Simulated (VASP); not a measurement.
# Au (C2/m) in VASP: single point with LDA

Aim: the single point of Au with LDA.

Everything below comes from runs of VASP 6.6.1. Logs are shortened: lines on timing, memory, paths and dates and some standing lists are left out, and cuts for length are marked.

### 1 The cell of the first run

It takes space group C2/m (No. 12, monoclinic). The conventional cell has a = 4.985 Å, b = 2.878 Å, c = 7.477 Å, α = 90.00°, β = 109.47°, γ = 90.00°. Within 3.3 Å of Au (site symmetry m) lie 12 Au at 2.49 to 3.22 Å. Within 3.8 Å of Au (site symmetry 2/m) lie 12 Au at 2.88 Å.

### 2 Single point, LDA

Input file INCAR:

```
  PREC = Accurate
  ENCUT = 520
  EDIFF = 1E-6
  ISMEAR = 1
  SIGMA = 0.05
  LREAL = F
  LASPH = T
  NELM = 100
  ALGO = Normal
  ISIF = 2
  LWAVE = F
  LCHARG = T
  LELF = T
  LVHAR = T
  NBANDS = 24
```

Input file KPOINTS:

```
Automatic mesh
0
Gamma
  7 7 7
```

Input file POSCAR:

```
Au
1.0
    0.0000000000      2.0350000000      2.0350000000
    2.0350000000      0.0000000000      2.0350000000
    7.1225000000      6.1050000000      1.0175000000
Au
3
Direct
    0.0000000000      0.0000000000      0.0000000000
    0.0000000000     -0.1666666667      0.3333333333
    0.0000000000     -0.3333333333      0.6666666667
```

Potentials or basis: VASP PAW LDA potentials, release 64 (Au).

Launch:

```console
$ cat potpaw_LDA.64/Au/POTCAR > POTCAR
$ mpirun -np 1 vasp_std > vasp.out
```

OUTCAR:

```text
PREC = Accurate
   ENCUT = 520
   EDIFF = 1E-6
   ISMEAR = 1
   LREAL = F
   LASPH = T
   NELM = 100
   ISIF = 2

 ion  position               nearest neighbor table
   1  0.000  0.000  0.000-   3 2.49   2 2.88   2 2.88   2 2.88   3 3.22   3 3.22
   2  0.000  0.833  0.333-   1 2.88   1 2.88   1 2.88   3 2.88   3 2.88   3 2.88
   3  0.000  0.667  0.667-   1 2.49   2 2.88   2 2.88   2 2.88   1 3.22   1 3.22

  LATTYP: Found a face centered orthorhombic cell.
 ALAT       =     2.8779245994
 B/A-ratio  =     1.7320508076
 C/A-ratio  =     4.8989794856

  Lattice vectors:

 A1 = (   3.0525000000,   6.1050000000,  -3.0525000000)
 A2 = (   3.0525000000,   4.0700000000,  -5.0875000000)
 A3 = (  -2.0350000000,   2.0350000000,   0.0000000000)

Analysis of symmetry for initial positions (statically):
=====================================================================
 Subroutine PRICEL returns:
 Original cell was already a primitive cell.

 Routine SETGRP: Setting up the symmetry group for a
 face centered orthorhombic supercell.

 Subroutine GETGRP returns: Found  4 space group operations
 (whereof  2 operations were pure point group operations)
 out of a pool of  8 trial point group operations.

The static configuration has the point symmetry C_1h.
 The point group associated with its full space group is C_2h.

Analysis of symmetry for dynamics (positions and initial velocities):
=====================================================================
 Subroutine PRICEL returns:
 Original cell was already a primitive cell.

 Routine SETGRP: Setting up the symmetry group for a
 face centered orthorhombic supercell.

 Subroutine GETGRP returns: Found  4 space group operations
 (whereof  2 operations were pure point group operations)
 out of a pool of  8 trial point group operations.

The dynamic configuration has the point symmetry C_1h.
 The point group associated with its full space group is C_2h.

 Subroutine INISYM returns: Found  4 space group operations
 (whereof  2 operations are pure point group operations),
 and found     1 'primitive' translations

----------------------------------------------------------------------------------------

                                     Primitive cell

  volume of cell :      50.5644

  direct lattice vectors                    reciprocal lattice vectors
     0.000000000  2.035000000  2.035000000    -0.245700246  0.245700246  0.245700246
     2.035000000  0.000000000  2.035000000     0.204750205 -0.286650287  0.286650287
     7.122500000  6.105000000  1.017500000     0.081900082  0.081900082 -0.081900082

  length of vectors
     2.877924599  2.877924599  9.435906819     0.425565309  0.454157924  0.141855103

  position of ions in fractional coordinates (direct lattice)
     0.000000000  0.000000000  0.000000000
     0.000000000  0.833333333  0.333333333
     0.000000000  0.666666667  0.666666667

  ion indices of the primitive-cell ions
   primitive index   ion index
                 1           1
                 2           2
                 3           3

----------------------------------------------------------------------------------------

 KPOINTS: Automatic mesh

Automatic generation of k-mesh.
 Grid dimensions read from file:
 generate k-points for:    7    7    7

 Generating k-lattice:

  Cartesian coordinates                     Fractional coordinates (reciprocal lattice)
    -0.035100035  0.035100035  0.035100035     0.142857143  0.000000000  0.000000000
     0.029250029 -0.040950041  0.040950041     0.000000000  0.142857143 -0.000000000
     0.011700012  0.011700012 -0.011700012     0.000000000  0.000000000  0.142857143

  Length of vectors
     0.060795044  0.064879703  0.020265015

  Shift w.r.t. Gamma in fractional coordinates (k-lattice)
     0.000000000  0.000000000  0.000000000

 Subroutine IBZKPT returns following result:
 ===========================================

 Found    100 irreducible k-points:

 Following reciprocal coordinates:
            Coordinates               Weight
  0.000000  0.000000  0.000000      1.000000
  0.142857  0.000000 -0.000000      2.000000
  0.142857  0.000000  0.285714      2.000000
  0.285714  0.000000 -0.000000      2.000000
  0.285714  0.000000 -0.428571      2.000000
  0.428571  0.000000 -0.000000      2.000000
[... 16 lines left out ...]
  0.285714  0.285714  0.000000      4.000000
  0.000000 -0.285714  0.285714      4.000000
 [... further k-points ...]
   k-points           NKPTS =    100   k-points in BZ     NKDIM =    100   number of bands    NBANDS=     24
   number of dos      NEDOS =    301   number of ions     NIONS =      3
   total plane-waves  NPLWV =  40320
   dimension x,y,z NGX =    24 NGY =   24 NGZ =   70
   dimension x,y,z NGXF=    48 NGYF=   48 NGZF=  140
   ions per type =               3
   NGX,Y,Z   is equivalent  to a cutoff of  13.86, 13.86, 12.33 a.u.
   NGXF,Y,Z  is equivalent  to a cutoff of  27.73, 27.73, 24.67 a.u.
 SYSTEM =  unknown system
   PREC   = accura    normal or accurate (medium, high low for compatibility)
   ISTART =      0    job   : 0-new  1-cont  2-samecut
   ICHARG =      2    charge: 1-file 2-atom 10-const
   ISPIN  =      1    spin polarized calculation?
   LNONCOLLINEAR =      F non collinear calculations
   LSORBIT =      F    spin-orbit coupling
   LASPH  =      T    aspherical Exc in radial PAW
   ENCUT  =  520.0 eV  38.22 Ry    6.18 a.u.   5.35  5.35 17.54*2*pi/ulx,y,z
   NELM   =    100;   NELMIN=  2; NELMDL= -5     # of ELM steps
   EDIFF  = 0.1E-05   stopping-criterion for ELM
   LREAL  =      F    real-space projection
   EDIFFG = 0.1E-04   stopping-criterion for IOM
   NSW    =      0    number of steps for IOM
   IBRION =     -1    ionic relax: 0-MD 1-quasi-New 2-CG
   NFREE  =      0    steps in history (QN), initial steepest desc. (CG)
   ISIF   =      2    stress and relaxation
   ISYM   =      2    0-nonsym 1-usesym 2-fastsym
   POTIM  = 0.5000    time-step for ionic-motion
   TEBEG  =    0.0;   TEEND  =   0.0 temperature during run
   PSTRESS=    0.0 pullay stress
   NELECT =      33.0000    total number of electrons
   NUPDOWN=      -1.0000    fix difference up-down
   EMIN   =  10.00;   EMAX   =-10.00  energy-range for DOS
   EFERMI =   0.00;   METHOD = LEGACY
   ISMEAR =     1;   SIGMA  =   0.05  broadening in eV -4-tet -1-fermi 0-gaus
   EFERMI_NEDOS =   21; number of points for ismear=-14 and -15
   IALGO  =     38    algorithm
   IMIX   =      4    mixing-type and parameters
     AMIX     =   0.40;   BMIX     =  1.00
     AMIX_MAG =   1.60;   BMIX_MAG =  1.00
  volume/ion in A,a.u.               =      16.85       113.74
  Fermi-wavevector in a.u.,A,eV,Ry     =   1.420032  2.683470 27.436005  2.016489
  Thomas-Fermi vector in A             =   2.540990
   LORBIT       =      0    0 simple, 1 ext, 2 COOP (PROOUT), +10 PAW based schemes
   GGA     = CA    functional components
   LHFCALC =     F    Hartree Fock is set to
   AEXX    =    0.0000 exact exchange contribution
   IVDW    =     0    specifies the selected vdW correction
   LEPSILON=     F    determine dielectric tensor
   LRPA    =     F    only Hartree local field effects (RPA)
 non-spin polarized calculation
 Methfessel and Paxton  Order N= 1 SIGMA  =   0.05
  energy-cutoff  :      520.00
  volume of cell :       50.56
 maximum number of plane-waves:      1394
 NGX is ok and might be reduce to    24
   NGX = 11   NGY = 11   NGZ = 35

 number of electron      33.0000000 magnetization

 Free energy of the ion-electron system (eV)
  ---------------------------------------------------
  ext. energy  EPLUGINS =         0.00000000
  ---------------------------------------------------
  free energy    TOTEN  =       -13.12669738 eV

  energy without entropy =      -13.12660306  energy(sigma->0) =      -13.12666594

 E-fermi :   9.3741     XC(G=0): -13.0321

 val. band max:        9.3674855393   @ k =  -0.2857  -0.2857   0.2857
 cond. band min:       9.4543639409   @ k =  -0.4286  -0.1429   0.1429
 fundamental gap:      0.0868784016
 Fermi energy:         9.3741144243

 k-point     1 :       0.0000    0.0000    0.0000
  band No.  band energies     occupation
      1      -0.5581      2.00000
      2       1.8196      2.00000
      3       1.9659      2.00000
      4       3.8433      2.00000
      5       4.6760      2.00000
      6       4.8611      2.00000
[... 16 lines left out ...]
     23      24.7896      0.00000
     24      26.5794      0.00000

 k-point     2 :       0.1429    0.0000   -0.0000
  band No.  band energies     occupation
      1       0.1214      2.00000
      2       2.1456      2.00000
      3       2.5580      2.00000
      4       3.7895      2.00000
      5       4.1760      2.00000
      6       4.5239      2.00000
[... 16 lines left out ...]
     23      24.8280      0.00000
     24      25.1675      0.00000

 k-point     3 :       0.1429    0.0000    0.2857
  band No.  band energies     occupation
      1       0.1514      2.00000
      2       2.1664      2.00000
      3       2.6176      2.00000
      4       3.6206      2.00000
      5       4.3369      2.00000
      6       4.4517      2.00000
[... 16 lines left out ...]
     23      24.9009      0.00000
     24      25.2132      0.00000

 k-point     4 :       0.2857    0.0000   -0.0000
  band No.  band energies     occupation
      1       1.5175      2.00000
      2       2.4561      2.00000
      3       3.0462      2.00000
      4       3.6766      2.00000
      5       4.0324      2.00000
      6       4.1546      2.00000
[... 16 lines left out ...]
     23      22.1769      0.00000
     24      23.2305      0.00000

 k-point     5 :       0.2857    0.0000   -0.4286
  band No.  band energies     occupation
      1       1.9021      2.00000
      2       2.3965      2.00000
      3       3.0659      2.00000
      4       3.3221      2.00000
      5       3.5924      2.00000
      6       4.1716      2.00000
[... 16 lines left out ...]
     23      22.3858      0.00000
     24      22.7528      0.00000

 k-point     6 :       0.4286    0.0000   -0.0000
  band No.  band energies     occupation
      1       1.9143      2.00000
      2       2.4871      2.00000
      3       2.7419      2.00000
      4       3.3068      2.00000
      5       3.6132      2.00000
      6       3.8627      2.00000
[... 16 lines left out ...]
     23      19.7890      0.00000
     24      20.5564      0.00000
[... 379 lines left out ...]
 k-point    21 :      -0.2857   -0.2857   -0.2857
  band No.  band energies     occupation
      1       1.9318      2.00000
      2       2.1548      2.00000
      3       3.0029      2.00000
      4       3.4156      2.00000
      5       3.7821      2.00000
      6       4.3420      2.00000
[... 16 lines left out ...]
     23      22.5330      0.00000
     24      24.1505      0.00000

 k-point    22 :       0.1429    0.2857    0.0000
  band No.  band energies     occupation
      1       1.6778      2.00000
      2       2.0782      2.00000
      3       3.2711      2.00000
      4       3.5541      2.00000
      5       3.8828      2.00000
      6       4.1668      2.00000
[... 16 lines left out ...]
     23      23.3051      0.00000
     24      24.0519      0.00000

 k-point    23 :       0.2857    0.2857    0.0000
  band No.  band energies     occupation
      1       1.6133      2.00000
      2       2.5177      2.00000
      3       3.0917      2.00000
      4       3.3607      2.00000
      5       3.6514      2.00000
      6       4.4270      2.00000
[... 16 lines left out ...]
     23      22.5636      0.00000
     24      23.2845      0.00000

 k-point    24 :       0.0000   -0.2857    0.2857
  band No.  band energies     occupation
      1       1.7010      2.00000
      2       2.4775      2.00000
      3       2.9597      2.00000
      4       3.4864      2.00000
      5       3.6696      2.00000
      6       4.2547      2.00000
[... 16 lines left out ...]
     23      22.6203      0.00000
     24      23.3321      0.00000

 [... further k-points ...]

------------------------ aborting loop because EDIFF is reached ----------------------------------------

  FORCE on cell =-STRESS in cart. coord.  units (eV):
  Direction    XX          YY          ZZ          XY          YZ          ZX
  --------------------------------------------------------------------------------------
  -------------------------------------------------------------------------------------
  Total       -0.4347744      2.3176263     -0.4347744      1.8901380     -1.8901380     -0.9728739
  in kB      -13.7762189     73.4360829    -13.7762189     59.8907282    -59.8907286    -30.8263883
  external PRESSURE =      15.2945484 kB  Pullay stress =       0.0000000 kB

 VOLUME and BASIS-vectors are now :
 -----------------------------------------------------------------------------
  energy-cutoff  :      520.00
  volume of cell :       50.56
      direct lattice vectors                 reciprocal lattice vectors
     0.000000000  2.035000000  2.035000000    -0.245700246  0.245700246  0.245700246
     2.035000000  0.000000000  2.035000000     0.204750205 -0.286650287  0.286650287
     7.122500000  6.105000000  1.017500000     0.081900082  0.081900082 -0.081900082

 POSITION                                       TOTAL-FORCE (eV/Angst)
 -----------------------------------------------------------------------------------
      0.00000      0.00000      0.00000         0.672222      1.570614     -0.672222
      4.07000      2.03500      2.03500        -0.000000      0.000000      0.000000
      6.10500      4.07000      2.03500        -0.672222     -1.570614      0.672222
 -----------------------------------------------------------------------------------
    total drift:                               -0.000000     -0.000000      0.000000

  FREE ENERGIE OF THE ION-ELECTRON SYSTEM (eV)
  ---------------------------------------------------
  free  energy   TOTEN  =       -13.1266973766 eV

  energy  without entropy=      -13.1266030620  energy(sigma->0) =      -13.12666594
```

Run time: 2.1 min. Hardware: 1 thread of Intel Xeon 8259CL, shared host; peak memory 0.22 GiB.

What came out:

- Free energy: -13.1267 eV
- Pressure: 1.5 GPa
- Largest force: 1.836 eV/Å
- Band gap on the k mesh: zero (an odd number of electrons rules out a gap without spin polarisation)

Forces in eV/Å, atoms in the order of the input:
```
Au   0.672  1.571 -0.672
Au   0.000  0.000  0.000
Au  -0.672 -1.571  0.672
```

Caveat: the k points lie up to 0.37 Å⁻¹ apart, too coarse for converged energies and pressures of a metal; spin-orbit coupling is left out, which moves the levels of the heavy elements; forces of over 1 eV/Å act on the atoms, so gaps and moduli don't describe the material at rest.
